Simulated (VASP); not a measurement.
# PtS2 (P-3m1) in VASP: a series of runs

Runs on PtS2. Level: PBE. Tasks: relaxation of the atoms, single point.

Everything below comes from runs of VASP 6.6.1. Logs are shortened: lines on timing, memory, paths and dates and some standing lists are left out, and cuts for length are marked.

### 1 The cell of the first run

It takes space group P-3m1 (No. 164, trigonal). The conventional cell has a = 3.577 Å, b = 3.577 Å, c = 6.497 Å, α = 90.00°, β = 90.00°, γ = 120.00°. Within 3.2 Å of Pt (site symmetry -3m) lie 6 S at 2.40 Å. Within 3.3 Å of S (site symmetry 3m) lie 3 Pt at 2.40 Å and 3 S at 3.21 Å.

### 2 Relaxation of the atoms, PBE

Contents of INCAR:

```
SYSTEM = PtS2
PREC = Accurate
ENCUT = 520
EDIFF = 1E-6
ISMEAR = 0
SIGMA = 0.05
LREAL = .FALSE.
LASPH = .TRUE.
NELM = 80
ALGO = Normal
ISIF = 2
LWAVE = .FALSE.
LCHARG = .FALSE.
GGA = PE
IBRION = 2
NSW = 50
EDIFFG = -0.01
```

Contents of KPOINTS:

```
regular mesh
0
G
  9 9 4
  0 0 0
```

Contents of POSCAR:

```
PtS2
1.0
    3.5765911006      0.0000000000      0.0000000000
   -1.7882955503      3.0974187520      0.0000000000
    0.0000000000      0.0000000000      6.4966356506
Pt S
1 2
Direct
    0.0000000000      0.0000000000      0.0000000000
    0.3333333333      0.6666666667      0.1889525212
    0.6666666667      0.3333333333      0.8110474788
```

Potentials or basis: VASP PAW PBE potentials, release 64 (Pt, S).

Command:

```sh
> cat potpaw_PBE.64/Pt/POTCAR potpaw_PBE.64/S/POTCAR > POTCAR
> mpirun -np 1 vasp_std > vasp.out
```

OUTCAR:

```text
SYSTEM = PtS2
   PREC = Accurate
   ENCUT = 520
   EDIFF = 1E-6
   ISMEAR = 0
   LREAL = .FALSE.
   LASPH = .TRUE.
   NELM = 80
   ISIF = 2
   GGA = PE
   IBRION = 2
   NSW = 50
   EDIFFG = -0.01

 ion  position               nearest neighbor table
   1  0.000  0.000  0.000-   2 2.40   3 2.40   2 2.40   3 2.40   3 2.40   2 2.40
   2  0.333  0.667  0.189-   1 2.40   1 2.40   1 2.40
   3  0.667  0.333  0.811-   1 2.40   1 2.40   1 2.40

  LATTYP: Found a hexagonal cell.
 ALAT       =     3.5765911006
 C/A-ratio  =     1.8164323144

  Lattice vectors:

 A1 = (   3.5765911006,   0.0000000000,   0.0000000000)
 A2 = (  -1.7882955503,   3.0974187520,   0.0000000000)
 A3 = (   0.0000000000,   0.0000000000,   6.4966356506)

Analysis of symmetry for initial positions (statically):
=====================================================================
 Subroutine PRICEL returns:
 Original cell was already a primitive cell.

 Routine SETGRP: Setting up the symmetry group for a
 hexagonal supercell.

 Subroutine GETGRP returns: Found 12 space group operations
 (whereof 12 operations were pure point group operations)
 out of a pool of 24 trial point group operations.

The static configuration has the point symmetry D_3d.

Analysis of symmetry for dynamics (positions and initial velocities):
=====================================================================
 Subroutine PRICEL returns:
 Original cell was already a primitive cell.

 Routine SETGRP: Setting up the symmetry group for a
 hexagonal supercell.

 Subroutine GETGRP returns: Found 12 space group operations
 (whereof 12 operations were pure point group operations)
 out of a pool of 24 trial point group operations.

The dynamic configuration has the point symmetry D_3d.

 Subroutine INISYM returns: Found 12 space group operations
 (whereof 12 operations are pure point group operations),
 and found     1 'primitive' translations

----------------------------------------------------------------------------------------

                                     Primitive cell

  volume of cell :      71.9710

  direct lattice vectors                    reciprocal lattice vectors
     3.576591101  0.000000000  0.000000000     0.279595842  0.161424735  0.000000000
    -1.788295550  3.097418752  0.000000000     0.000000000  0.322849469  0.000000000
     0.000000000  0.000000000  6.496635651     0.000000000  0.000000000  0.153925825

  length of vectors
     3.576591101  3.576591101  6.496635651     0.322849469  0.322849469  0.153925825

  position of ions in fractional coordinates (direct lattice)
     0.000000000  0.000000000  0.000000000
     0.333333333  0.666666667  0.188952521
     0.666666667  0.333333333  0.811047479

  ion indices of the primitive-cell ions
   primitive index   ion index
                 1           1
                 2           2
                 3           3

----------------------------------------------------------------------------------------

 KPOINTS: regular mesh

Automatic generation of k-mesh.
 Grid dimensions read from file:
 generate k-points for:    9    9    4

 Generating k-lattice:

  Cartesian coordinates                     Fractional coordinates (reciprocal lattice)
     0.031066205  0.017936082  0.000000000     0.111111111 -0.000000000  0.000000000
     0.000000000  0.035872163  0.000000000     0.000000000  0.111111111  0.000000000
     0.000000000  0.000000000  0.038481456     0.000000000  0.000000000  0.250000000

  Length of vectors
     0.035872163  0.035872163  0.038481456

  Shift w.r.t. Gamma in fractional coordinates (k-lattice)
     0.000000000  0.000000000  0.000000000

 Subroutine IBZKPT returns following result:
 ===========================================

 Found     43 irreducible k-points:

 Following reciprocal coordinates:
            Coordinates               Weight
  0.000000  0.000000  0.000000      1.000000
  0.111111 -0.000000  0.000000      6.000000
  0.222222 -0.000000  0.000000      6.000000
  0.333333 -0.000000  0.000000      6.000000
  0.444444 -0.000000  0.000000      6.000000
  0.111111  0.111111  0.000000      6.000000
[... 16 lines left out ...]
  0.222222  0.111111  0.250000     12.000000
 -0.111111  0.333333  0.250000     12.000000
 [... further k-points ...]
   k-points           NKPTS =     43   k-points in BZ     NKDIM =     43   number of bands    NBANDS=     15
   number of dos      NEDOS =    301   number of ions     NIONS =      3
   total plane-waves  NPLWV =  37632
   dimension x,y,z NGX =    28 NGY =   28 NGZ =   48
   dimension x,y,z NGXF=    56 NGYF=   56 NGZF=   96
   ions per type =               1   2
   NGX,Y,Z   is equivalent  to a cutoff of  13.01, 13.01, 12.28 a.u.
   NGXF,Y,Z  is equivalent  to a cutoff of  26.03, 26.03, 24.57 a.u.
 SYSTEM =  PtS2
   PREC   = accura    normal or accurate (medium, high low for compatibility)
   ISTART =      0    job   : 0-new  1-cont  2-samecut
   ICHARG =      2    charge: 1-file 2-atom 10-const
   ISPIN  =      1    spin polarized calculation?
   LNONCOLLINEAR =      F non collinear calculations
   LSORBIT =      F    spin-orbit coupling
   LASPH  =      T    aspherical Exc in radial PAW
   ENCUT  =  520.0 eV  38.22 Ry    6.18 a.u.   6.65  6.65 12.08*2*pi/ulx,y,z
   NELM   =     80;   NELMIN=  2; NELMDL= -5     # of ELM steps
   EDIFF  = 0.1E-05   stopping-criterion for ELM
   LREAL  =      F    real-space projection
   EDIFFG = -.1E-01   stopping-criterion for IOM
   NSW    =     50    number of steps for IOM
   IBRION =      2    ionic relax: 0-MD 1-quasi-New 2-CG
   NFREE  =      1    steps in history (QN), initial steepest desc. (CG)
   ISIF   =      2    stress and relaxation
   ISYM   =      2    0-nonsym 1-usesym 2-fastsym
   POTIM  = 0.5000    time-step for ionic-motion
   TEBEG  =    0.0;   TEEND  =   0.0 temperature during run
   PSTRESS=    0.0 pullay stress
   NELECT =      22.0000    total number of electrons
   NUPDOWN=      -1.0000    fix difference up-down
   EMIN   =  10.00;   EMAX   =-10.00  energy-range for DOS
   EFERMI =   0.00;   METHOD = LEGACY
   ISMEAR =     0;   SIGMA  =   0.05  broadening in eV -4-tet -1-fermi 0-gaus
   EFERMI_NEDOS =   21; number of points for ismear=-14 and -15
   IALGO  =     38    algorithm
   IMIX   =      4    mixing-type and parameters
     AMIX     =   0.40;   BMIX     =  1.00
     AMIX_MAG =   1.60;   BMIX_MAG =  1.00
  volume/ion in A,a.u.               =      23.99       161.89
  Fermi-wavevector in a.u.,A,eV,Ry     =   1.102799  2.083989 16.546947  1.216166
  Thomas-Fermi vector in A             =   2.239248
   LORBIT       =      0    0 simple, 1 ext, 2 COOP (PROOUT), +10 PAW based schemes
   GGA     = PE    functional components
   LHFCALC =     F    Hartree Fock is set to
   AEXX    =    0.0000 exact exchange contribution
   IVDW    =     0    specifies the selected vdW correction
   LEPSILON=     F    determine dielectric tensor
   LRPA    =     F    only Hartree local field effects (RPA)
 conjugate gradient relaxation of ions
 non-spin polarized calculation
 Gauss-broadening in eV      SIGMA  =   0.05
  energy-cutoff  :      520.00
  volume of cell :       71.97
 maximum number of plane-waves:      1962
 NGX is ok and might be reduce to    28
   NGX = 13   NGY = 13   NGZ = 25

--------------------------------------- Ionic step        1  -------------------------------------------

 number of electron      21.9999995 magnetization

 Free energy of the ion-electron system (eV)
  ---------------------------------------------------
  ext. energy  EPLUGINS =         0.00000000
  ---------------------------------------------------
  free energy    TOTEN  =       -15.46538518 eV

  energy without entropy =      -15.46538518  energy(sigma->0) =      -15.46538518

------------------------ aborting loop because EDIFF is reached ----------------------------------------

  FORCE on cell =-STRESS in cart. coord.  units (eV):
  Direction    XX          YY          ZZ          XY          YZ          ZX
  --------------------------------------------------------------------------------------
  -------------------------------------------------------------------------------------
  Total       -0.1777817     -0.1777817     -0.1166984      0.0000000      0.0000000     -0.0000000
  in kB       -3.9576733     -3.9576733     -2.5978722      0.0000000      0.0000000     -0.0000000
  external PRESSURE =      -3.5044062 kB  Pullay stress =       0.0000000 kB

 VOLUME and BASIS-vectors are now :
 -----------------------------------------------------------------------------
  energy-cutoff  :      520.00
  volume of cell :       71.97
      direct lattice vectors                 reciprocal lattice vectors
     3.576591101  0.000000000  0.000000000     0.279595842  0.161424735  0.000000000
    -1.788295550  3.097418752  0.000000000     0.000000000  0.322849469  0.000000000
     0.000000000  0.000000000  6.496635651     0.000000000  0.000000000  0.153925825
[... 38 lines left out ...]
 POSITION                                       TOTAL-FORCE (eV/Angst)
 -----------------------------------------------------------------------------------
      3.57659      0.00000      0.00000         0.000000      0.000000      0.000000
     -0.00000      2.06495      1.22580         0.000000     -0.000000     -0.014472
      1.78830      1.03247      5.27083        -0.000000      0.000000      0.014472
 -----------------------------------------------------------------------------------
    total drift:                               -0.000000      0.000000     -0.000000

  FREE ENERGIE OF THE ION-ELECTRON SYSTEM (eV)
  ---------------------------------------------------
  free  energy   TOTEN  =       -15.4654765877 eV

  energy  without entropy=      -15.4654765877  energy(sigma->0) =      -15.46547659

--------------------------------------- Ionic step        3  -------------------------------------------

 number of electron      21.9999995 magnetization

 Free energy of the ion-electron system (eV)
  ---------------------------------------------------
  ext. energy  EPLUGINS =         0.00000000
  ---------------------------------------------------
  free energy    TOTEN  =       -15.46549562 eV

  energy without entropy =      -15.46549562  energy(sigma->0) =      -15.46549562

 E-fermi :   3.2966     XC(G=0):  -8.8774

 val. band max:        3.0506181737   @ k =   0.0000   0.2222   0.2500
 cond. band min:       4.6232944397   @ k =   0.0000   0.2222   0.2500
 fundamental gap:      1.5726762660
 Fermi energy:         3.2966222429

 k-point     1 :       0.0000    0.0000    0.0000
  band No.  band energies     occupation
      1     -11.0239      2.00000
      2      -8.7664      2.00000
      3      -2.5691      2.00000
      4      -2.5691      2.00000
      5      -2.2933      2.00000
      6       0.1179      2.00000
      7       0.1179      2.00000
      8       2.0536      2.00000
      9       2.6659      2.00000
     10       2.6765      2.00000
     11       2.6765      2.00000
     12       6.1360      0.00000
     13       6.1360      0.00000
     14       8.3836      0.00000
     15       9.0240      0.00000
[... 397 lines left out ...]
 k-point    24 :      -0.1111    0.3333    0.2500
  band No.  band energies     occupation
      1     -10.0886      2.00000
      2      -8.9946      2.00000
      3      -2.3561      2.00000
      4      -2.1754      2.00000
      5      -1.5957      2.00000
      6      -0.9886      2.00000
      7      -0.4648      2.00000
      8       0.8857      2.00000
      9       2.1338      2.00000
     10       2.3835      2.00000
     11       2.9859      2.00000
     12       4.7912      0.00000
     13       5.3991      0.00000
     14       9.5521      0.00000
     15      10.7586      0.00000

 [... further k-points ...]
[... 5 lines left out ...]
  --------------------------------------------------------------------------------------
  -------------------------------------------------------------------------------------
  Total       -0.1061502     -0.1061502     -0.0301326      0.0000000      0.0000000      0.0000000
  in kB       -2.3630534     -2.3630534     -0.6707942      0.0000000      0.0000000      0.0000000
  external PRESSURE =      -1.7989670 kB  Pullay stress =       0.0000000 kB

 VOLUME and BASIS-vectors are now :
 -----------------------------------------------------------------------------
  energy-cutoff  :      520.00
  volume of cell :       71.97
      direct lattice vectors                 reciprocal lattice vectors
     3.576591101  0.000000000  0.000000000     0.279595842  0.161424735  0.000000000
    -1.788295550  3.097418752  0.000000000     0.000000000  0.322849469  0.000000000
     0.000000000  0.000000000  6.496635651     0.000000000  0.000000000  0.153925825

 POSITION                                       TOTAL-FORCE (eV/Angst)
 -----------------------------------------------------------------------------------
      0.00000      0.00000      0.00000         0.000000      0.000000      0.000000
     -0.00000      2.06495      1.22464        -0.000000      0.000000     -0.000203
      1.78830      1.03247      5.27199         0.000000     -0.000000      0.000203
 -----------------------------------------------------------------------------------
    total drift:                                0.000000     -0.000000     -0.000000

  FREE ENERGIE OF THE ION-ELECTRON SYSTEM (eV)
  ---------------------------------------------------
  free  energy   TOTEN  =       -15.4654956201 eV

  energy  without entropy=      -15.4654956201  energy(sigma->0) =      -15.46549562

 reached required accuracy - stopping structural energy minimisation
```

Run time: 37 s. Hardware: 1 thread of Intel Xeon Platinum 8488C (Sapphire Rapids), shared host; peak memory 0.21 GiB.

Results:

```
Free energy               : -15.4655 eV
Energy gained by relaxing : 0.0 meV/atom
Ionic steps               : 3
Pressure after relaxing   : -0.2 GPa
Band gap on the k mesh    : 1.57 eV
```

Step by step:
```
step  energy change (eV)  largest force (eV/Å)  pressure (GPa)
   1              0.0000                0.0364           -0.35
   2             -0.0001                0.0145           -0.25
   3             -0.0001                0.0002           -0.18
```

Final structure:
```xyz
3
Lattice="3.5766 0.0000 0.0000 -1.7883 3.0974 0.0000 0.0000 0.0000 6.4966" Properties=species:S:1:pos:R:3 pbc="T T T"
Pt    0.0000    0.0000    0.0000
S     0.0000    2.0649    1.2246
S     1.7883    1.0325    5.2720
```

Caveat: spin-orbit coupling is left out, which moves the levels of the heavy elements; an odd mesh through Γ misses points on the zone boundary, where band edges can lie; this functional lacks dispersion, which binds the layers, so the pressure and a relaxed spacing across them are unreliable.

### 3 Relaxation of the atoms, PBE

Contents of INCAR:

```
ALGO = Normal ; EDIFF = 1E-6
EDIFFG = -0.01 ; ENCUT = 520
GGA = PE ; IBRION = 2
ISIF = 2 ; ISMEAR = 0
LASPH = True ; LCHARG = False
LREAL = False ; LWAVE = False
NELM = 80 ; NSW = 50
PREC = Accurate ; SIGMA = 0.05
```

Contents of KPOINTS:

```
k-points
0
Gamma
  9 9 4
```

POSCAR is that of step 2.

Potentials or basis: VASP PAW PBE potentials, release 64 (Pt, S).

Command:

```sh
> cat potpaw_PBE.64/Pt/POTCAR potpaw_PBE.64/S/POTCAR > POTCAR
> mpirun -np 1 vasp_std > vasp.out
```

Run time: 36 s. Hardware: 1 thread of Intel Xeon Platinum 8488C (Sapphire Rapids), shared host; peak memory 0.21 GiB.

It converged, with:

| Item | Value |
| --- | --- |
| Free energy | -15.4655 eV |
| Energy gained by relaxing | 0.0 meV/atom |
| Ionic steps | 3 |
| Pressure after relaxing | -0.2 GPa |
| Band gap on the k mesh | 1.57 eV |

Stress tensor (GPa, compression positive):
```
-0.24  0.00  0.00
 0.00 -0.24  0.00
 0.00  0.00 -0.07
```

The path:
```tsv
step	energy change (eV)	largest force (eV/Å)	pressure (GPa)
1	0.0000	0.0364	-0.35
2	-0.0001	0.0145	-0.25
3	-0.0001	0.0002	-0.18
```

Final structure:
```cif
data_structure
_symmetry_space_group_name_H-M 'P 1'
_symmetry_Int_Tables_number 1
_cell_length_a 3.5766
_cell_length_b 3.5766
_cell_length_c 6.4966
_cell_angle_alpha 90.000
_cell_angle_beta 90.000
_cell_angle_gamma 120.000
_cell_volume 71.97
loop_
_atom_site_label
_atom_site_type_symbol
_atom_site_fract_x
_atom_site_fract_y
_atom_site_fract_z
_atom_site_occupancy
Pt1 Pt 0.00000 0.00000 0.00000 1
S1 S 0.33333 0.66667 0.18850 1
S2 S 0.66667 0.33333 0.81150 1
```

Levels at points of the mesh, in eV from the valence-band top:
| k point | band 8 | band 9 | band 10 | band 11 | band 12 | band 13 | band 14 | band 15 |
| --- | --- | --- | --- | --- | --- | --- | --- | --- |
| (0.00, 0.00, 0.00) | -1.00 | -0.38 | -0.37 | -0.37 | 3.09 | 3.09 | 5.33 | 5.97 |
| (0.00, 0.00, 0.50) | -1.08 | -0.74 | -0.39 | -0.39 | 3.12 | 3.12 | 5.91 | 6.90 |

Caveat: spin-orbit coupling is left out, which moves the levels of the heavy elements; an odd mesh through Γ misses points on the zone boundary, where band edges can lie; this functional lacks dispersion, which binds the layers, so the pressure and a relaxed spacing across them are unreliable.

(Continued in part 2 of 2.)
